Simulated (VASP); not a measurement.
# ZnS (R3m) in VASP: single point with PBE

Aim: the single point of ZnS with PBE.

All numbers are computed with VASP 6.6.1; they aren't measurements. Logs are shortened: lines on timing, memory, paths and dates and some standing lists are left out, and cuts for length are marked.

**1. The cell of the first run**

Symmetry: R3m, No. 160, trigonal system. Conventional cell: a = 3.807 Å, b = 3.807 Å, c = 28.065 Å, α = 90.00°, β = 90.00°, γ = 120.00°. Zn (site symmetry 3m) has 4 S at 2.33 to 2.34 Å within 3.1 Å. Zn (site symmetry 3m) has 4 S at 2.33 Å within 3.1 Å. Within 3.1 Å of Zn (site symmetry 3m) lie 4 S at 2.33 to 2.34 Å. Within 3.1 Å of S (site symmetry 3m) lie 4 Zn at 2.33 to 2.34 Å. S (site symmetry 3m) has 4 Zn at 2.33 to 2.34 Å within 3.1 Å. Within 3.1 Å of S (site symmetry 3m) lie 4 Zn at 2.33 Å.

**2. Single point, PBE**

Input file INCAR:

```
SYSTEM = ZnS
PREC = Accurate
ENCUT = 520
EDIFF = 1E-6
ISMEAR = 0
SIGMA = 0.01
LREAL = .False.
LASPH = .True.
NELM = 100
ALGO = Normal
ISIF = 2
LWAVE = .False.
LCHARG = .False.
GGA = PE
NBANDS = 36
```

Input file KPOINTS:

```
regular mesh
0
Gamma
  6 6 6
  0 0 0
```

Input file POSCAR:

```
ZnS
1.0
    1.9034643098      1.0989656316      9.3548590134
   -1.9034643098      1.0989656316      9.3548590134
    0.0000000000     -2.1979312633      9.3548590134
Zn S
3 3
Direct
    0.9999752233      0.9999752233      0.9999752233
    0.2222749270      0.2222749270      0.2222749270
    0.4445585033      0.4445585033      0.4445585033
    0.0832701742      0.0832701742      0.0832701742
    0.5278391408      0.5278391408      0.5278391408
    0.3054080315      0.3054080315      0.3054080315
```

Potentials or basis: VASP PAW PBE potentials, release 64 (Zn, S).

On the command line:

```bash
cat potpaw_PBE.64/Zn/POTCAR potpaw_PBE.64/S/POTCAR > POTCAR
mpirun -np 1 vasp_std > vasp.out
```

OUTCAR:

```text
SYSTEM = ZnS
   PREC = Accurate
   ENCUT = 520
   EDIFF = 1E-6
   ISMEAR = 0
   LREAL = .False.
   LASPH = .True.
   NELM = 100
   ISIF = 2
   GGA = PE

 ion  position               nearest neighbor table
   1  1.000  1.000  1.000-   6 2.33   6 2.33   6 2.33   4 2.34
   2  0.222  0.222  0.222-   5 2.33   5 2.33   5 2.33   6 2.33
   3  0.445  0.445  0.445-   4 2.33   4 2.33   4 2.33   5 2.34
   4  0.083  0.083  0.083-   3 2.33   3 2.33   3 2.33   1 2.34
   5  0.528  0.528  0.528-   2 2.33   2 2.33   2 2.33   3 2.34
   6  0.305  0.305  0.305-   2 2.33   1 2.33   1 2.33   1 2.33

  LATTYP: Found a trigonal (rhomboedric) cell.
 ALAT       =     9.6095935918
 COS(alpha) =     0.9215289561

  Lattice vectors:

 A1 = (   1.9034643098,   1.0989656316,   9.3548590134)
 A2 = (  -1.9034643098,   1.0989656316,   9.3548590134)
 A3 = (   0.0000000000,  -2.1979312633,   9.3548590134)

Analysis of symmetry for initial positions (statically):
=====================================================================
 Subroutine PRICEL returns:
 Original cell was already a primitive cell.

 Routine SETGRP: Setting up the symmetry group for a
 trigonal (rhombohedral) supercell.

 Subroutine GETGRP returns: Found  6 space group operations
 (whereof  6 operations were pure point group operations)
 out of a pool of 12 trial point group operations.

The static configuration has the point symmetry C_3v.

Analysis of symmetry for dynamics (positions and initial velocities):
=====================================================================
 Subroutine PRICEL returns:
 Original cell was already a primitive cell.

 Routine SETGRP: Setting up the symmetry group for a
 trigonal (rhombohedral) supercell.

 Subroutine GETGRP returns: Found  6 space group operations
 (whereof  6 operations were pure point group operations)
 out of a pool of 12 trial point group operations.

The dynamic configuration has the point symmetry C_3v.

 Subroutine INISYM returns: Found  6 space group operations
 (whereof  6 operations are pure point group operations),
 and found     1 'primitive' translations

----------------------------------------------------------------------------------------

                                     Primitive cell

  volume of cell :     117.4133

  direct lattice vectors                    reciprocal lattice vectors
     1.903464310  1.098965632  9.354859013     0.262678947  0.151657761  0.035632107
    -1.903464310  1.098965632  9.354859013    -0.262678947  0.151657761  0.035632107
     0.000000000 -2.197931263  9.354859013     0.000000000 -0.303315521  0.035632107

  length of vectors
     9.609593592  9.609593592  9.609593592     0.305401297  0.305401297  0.305401297

  position of ions in fractional coordinates (direct lattice)
     0.999975223  0.999975223  0.999975223
     0.222274927  0.222274927  0.222274927
     0.444558503  0.444558503  0.444558503
     0.083270174  0.083270174  0.083270174
     0.527839141  0.527839141  0.527839141
     0.305408032  0.305408032  0.305408032

  ion indices of the primitive-cell ions
   primitive index   ion index
                 1           1
                 2           2
                 3           3
                 4           4
                 5           5
                 6           6

----------------------------------------------------------------------------------------

 KPOINTS: regular mesh

Automatic generation of k-mesh.
 Grid dimensions read from file:
 generate k-points for:    6    6    6

 Generating k-lattice:

  Cartesian coordinates                     Fractional coordinates (reciprocal lattice)
     0.043779824  0.025276293  0.005938684     0.166666667 -0.000000000 -0.000000000
    -0.043779824  0.025276293  0.005938684    -0.000000000  0.166666667 -0.000000000
     0.000000000 -0.050552587  0.005938684    -0.000000000 -0.000000000  0.166666667

  Length of vectors
     0.050900216  0.050900216  0.050900216

  Shift w.r.t. Gamma in fractional coordinates (k-lattice)
     0.000000000  0.000000000  0.000000000

 Subroutine IBZKPT returns following result:
 ===========================================

 Found     32 irreducible k-points:

 Following reciprocal coordinates:
            Coordinates               Weight
  0.000000  0.000000  0.000000      1.000000
  0.166667  0.000000 -0.000000      6.000000
  0.333333  0.000000 -0.000000      6.000000
  0.500000  0.000000 -0.000000      3.000000
  0.166667  0.166667 -0.000000      6.000000
  0.333333  0.166667  0.000000     12.000000
[... 16 lines left out ...]
  0.500000  0.500000  0.166667      6.000000
 -0.333333  0.500000  0.166667     12.000000
 [... further k-points ...]
   k-points           NKPTS =     32   k-points in BZ     NKDIM =     32   number of bands    NBANDS=     36
   number of dos      NEDOS =    301   number of ions     NIONS =      6
   total plane-waves  NPLWV = 373248
   dimension x,y,z NGX =    72 NGY =   72 NGZ =   72
   dimension x,y,z NGXF=   144 NGYF=  144 NGZF=  144
   ions per type =               3   3
   NGX,Y,Z   is equivalent  to a cutoff of  12.46, 12.46, 12.46 a.u.
   NGXF,Y,Z  is equivalent  to a cutoff of  24.91, 24.91, 24.91 a.u.
 SYSTEM =  ZnS
   PREC   = accura    normal or accurate (medium, high low for compatibility)
   ISTART =      0    job   : 0-new  1-cont  2-samecut
   ICHARG =      2    charge: 1-file 2-atom 10-const
   ISPIN  =      1    spin polarized calculation?
   LNONCOLLINEAR =      F non collinear calculations
   LSORBIT =      F    spin-orbit coupling
   LASPH  =      T    aspherical Exc in radial PAW
   ENCUT  =  520.0 eV  38.22 Ry    6.18 a.u.  17.87 17.87 17.87*2*pi/ulx,y,z
   NELM   =    100;   NELMIN=  2; NELMDL= -5     # of ELM steps
   EDIFF  = 0.1E-05   stopping-criterion for ELM
   LREAL  =      F    real-space projection
   EDIFFG = 0.1E-04   stopping-criterion for IOM
   NSW    =      0    number of steps for IOM
   IBRION =     -1    ionic relax: 0-MD 1-quasi-New 2-CG
   NFREE  =      0    steps in history (QN), initial steepest desc. (CG)
   ISIF   =      2    stress and relaxation
   ISYM   =      2    0-nonsym 1-usesym 2-fastsym
   POTIM  = 0.5000    time-step for ionic-motion
   TEBEG  =    0.0;   TEEND  =   0.0 temperature during run
   PSTRESS=    0.0 pullay stress
   NELECT =      54.0000    total number of electrons
   NUPDOWN=      -1.0000    fix difference up-down
   EMIN   =  10.00;   EMAX   =-10.00  energy-range for DOS
   EFERMI =   0.00;   METHOD = LEGACY
   ISMEAR =     0;   SIGMA  =   0.01  broadening in eV -4-tet -1-fermi 0-gaus
   EFERMI_NEDOS =   21; number of points for ismear=-14 and -15
   IALGO  =     38    algorithm
   IMIX   =      4    mixing-type and parameters
     AMIX     =   0.40;   BMIX     =  1.00
     AMIX_MAG =   1.60;   BMIX_MAG =  1.00
  volume/ion in A,a.u.               =      19.57       132.06
  Fermi-wavevector in a.u.,A,eV,Ry     =   1.263670  2.387990 21.726621  1.596862
  Thomas-Fermi vector in A             =   2.397015
   LORBIT       =      0    0 simple, 1 ext, 2 COOP (PROOUT), +10 PAW based schemes
   GGA     = PE    functional components
   LHFCALC =     F    Hartree Fock is set to
   AEXX    =    0.0000 exact exchange contribution
   IVDW    =     0    specifies the selected vdW correction
   LEPSILON=     F    determine dielectric tensor
   LRPA    =     F    only Hartree local field effects (RPA)
 non-spin polarized calculation
 Gauss-broadening in eV      SIGMA  =   0.01
  energy-cutoff  :      520.00
  volume of cell :      117.41
 maximum number of plane-waves:      3183
   NGX = 35   NGY = 35   NGZ = 35

 number of electron      53.9999979 magnetization

 Free energy of the ion-electron system (eV)
  ---------------------------------------------------
  ext. energy  EPLUGINS =         0.00000000
  ---------------------------------------------------
  free energy    TOTEN  =       -20.51297415 eV

  energy without entropy =      -20.51297415  energy(sigma->0) =      -20.51297415

 E-fermi :   2.3055     XC(G=0):  -9.6634

 val. band max:        2.1962781404   @ k =   0.0000   0.0000   0.0000
 cond. band min:       4.3919268724   @ k =   0.0000   0.0000   0.0000
 fundamental gap:      2.1956487319
 Fermi energy:         2.3055171384

 k-point     1 :       0.0000    0.0000    0.0000
  band No.  band energies     occupation
      1     -11.0184      2.00000
      2     -10.3487      2.00000
      3     -10.3397      2.00000
      4      -4.1805      2.00000
      5      -4.1719      2.00000
      6      -4.1719      2.00000
[... 28 lines left out ...]
     35       9.1180      0.00000
     36       9.5322      0.00000

 k-point     2 :       0.1667    0.0000   -0.0000
  band No.  band energies     occupation
      1     -10.8317      2.00000
      2     -10.2616      2.00000
      3     -10.1713      2.00000
      4      -4.1854      2.00000
      5      -4.1510      2.00000
      6      -4.1368      2.00000
[... 28 lines left out ...]
     35       9.1871      0.00000
     36       9.9009      0.00000

 k-point     3 :       0.3333    0.0000   -0.0000
  band No.  band energies     occupation
      1     -10.3858      2.00000
      2     -10.0034      2.00000
      3      -9.9049      2.00000
      4      -4.1936      2.00000
      5      -4.1479      2.00000
      6      -4.0860      2.00000
[... 28 lines left out ...]
     35      10.0659      0.00000
     36      10.6354      0.00000
[... 742 lines left out ...]
 k-point    23 :       0.5000    0.5000    0.1667
  band No.  band energies     occupation
      1     -10.2936      2.00000
      2     -10.1991      2.00000
      3      -9.8014      2.00000
      4      -4.2075      2.00000
      5      -4.1449      2.00000
      6      -4.0858      2.00000
[... 28 lines left out ...]
     35      10.0765      0.00000
     36      10.1968      0.00000

 k-point    24 :      -0.3333    0.5000    0.1667
  band No.  band energies     occupation
      1     -10.0129      2.00000
      2     -10.0052      2.00000
      3      -9.7512      2.00000
      4      -4.1442      2.00000
      5      -4.0798      2.00000
      6      -4.0563      2.00000
[... 28 lines left out ...]
     35       9.7973      0.00000
     36      10.9279      0.00000

 [... further k-points ...]
[... 5 lines left out ...]
  --------------------------------------------------------------------------------------
  -------------------------------------------------------------------------------------
  Total        1.7935035      1.7935035      1.7776510      0.0000000     -0.0000000      0.0000000
  in kB       24.4734658     24.4734658     24.2571481      0.0000000     -0.0000000      0.0000000
  external PRESSURE =      24.4013599 kB  Pullay stress =       0.0000000 kB

 VOLUME and BASIS-vectors are now :
 -----------------------------------------------------------------------------
  energy-cutoff  :      520.00
  volume of cell :      117.41
      direct lattice vectors                 reciprocal lattice vectors
     1.903464310  1.098965632  9.354859013     0.262678947  0.151657761  0.035632107
    -1.903464310  1.098965632  9.354859013    -0.262678947  0.151657761  0.035632107
     0.000000000 -2.197931263  9.354859013     0.000000000 -0.303315521  0.035632107

 POSITION                                       TOTAL-FORCE (eV/Angst)
 -----------------------------------------------------------------------------------
      0.00000     -0.00000     28.06388         0.000000     -0.000000      0.002933
      0.00000     -0.00000      6.23805         0.000000     -0.000000      0.004965
      0.00000     -0.00000     12.47635         0.000000     -0.000000      0.004647
      0.00000     -0.00000      2.33694         0.000000      0.000000     -0.003018
      0.00000     -0.00000     14.81358         0.000000      0.000000     -0.005388
      0.00000     -0.00000      8.57115         0.000000      0.000000     -0.004138
 -----------------------------------------------------------------------------------
    total drift:                               -0.000000     -0.000000      0.000245

  FREE ENERGIE OF THE ION-ELECTRON SYSTEM (eV)
  ---------------------------------------------------
  free  energy   TOTEN  =       -20.5129741453 eV

  energy  without entropy=      -20.5129741453  energy(sigma->0) =      -20.51297415
```

Wall time 12 min (1 thread of Intel Xeon 6975P-C, shared host); peak memory 0.71 GiB.

What came out:

```
Free energy            : -20.5130 eV
Pressure               : 2.4 GPa
Largest force          : 0.005 eV/Å
Band gap on the k mesh : 2.20 eV, direct
```

Forces on the atoms (eV/Å):
```
Zn   0.000  0.000  0.003
Zn   0.000  0.000  0.005
Zn   0.000  0.000  0.005
S    0.000  0.000 -0.003
S    0.000  0.000 -0.005
S    0.000  0.000 -0.004
```

Levels at points of the mesh, in eV from the valence-band top:
| k point | band 23 | band 24 | band 25 | band 26 | band 27 | band 28 | band 29 | band 30 | band 31 | band 32 |
| --- | --- | --- | --- | --- | --- | --- | --- | --- | --- | --- |
| (0.00, 0.00, 0.00) | -0.68 | -0.68 | -0.06 | 0.00 | 0.00 | 2.20 | 3.33 | 3.48 | 6.32 | 6.32 |
| (0.50, 0.00, 0.00) | -2.16 | -1.95 | -1.94 | -1.30 | -0.89 | 3.34 | 3.90 | 4.06 | 4.88 | 5.30 |
| (0.50, 0.50, 0.00) | -2.25 | -1.88 | -1.28 | -1.27 | -1.27 | 3.34 | 3.65 | 4.28 | 4.95 | 5.81 |
| (0.50, 0.50, 0.50) | -0.89 | -0.25 | -0.25 | -0.24 | -0.24 | 3.18 | 3.30 | 3.44 | 6.26 | 6.34 |

A k mesh can miss the band edges.
